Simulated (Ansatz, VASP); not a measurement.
**One calculation of BP, two programs**

```xyz
2
Lattice="0.0000 2.2690 2.2690 2.2690 0.0000 2.2690 2.2690 2.2690 0.0000" Properties=species:S:1:pos:R:3 pbc="T T T"
B     0.0000    0.0000    0.0000
P     3.4035    3.4035    3.4035
```

Alike in both runs: task relaxation of cell and atoms; functional LDA; k mesh 8 × 8 × 8; occupations gaussian, width 0.15 eV; no spin polarisation.

|  | VASP | Ansatz |
| --- | --- | --- |
| version | VASP 6.6.1 | Ansatz 0.2.0 |
| potentials or method | VASP PAW LDA potentials, release 64 (B, P) | PAW with Ansatz's default frozen-core files, scalar-relativistic |
| plane-wave cutoff (eV) | 600 | 420 |
| valence electrons in the cell | 8 | 8 |

|  | VASP | Ansatz | Ansatz less VASP |
| --- | --- | --- | --- |
| relaxed volume (Å³/atom) | 11.31 | 11.32 | +0.008 |
| relaxed cell length with the largest relative difference (Å) | 3.175 | 3.176 | +0.0007 |

LDA's correlation is that of Perdew and Zunger in VASP and of Perdew and Wang (1992) in Ansatz.
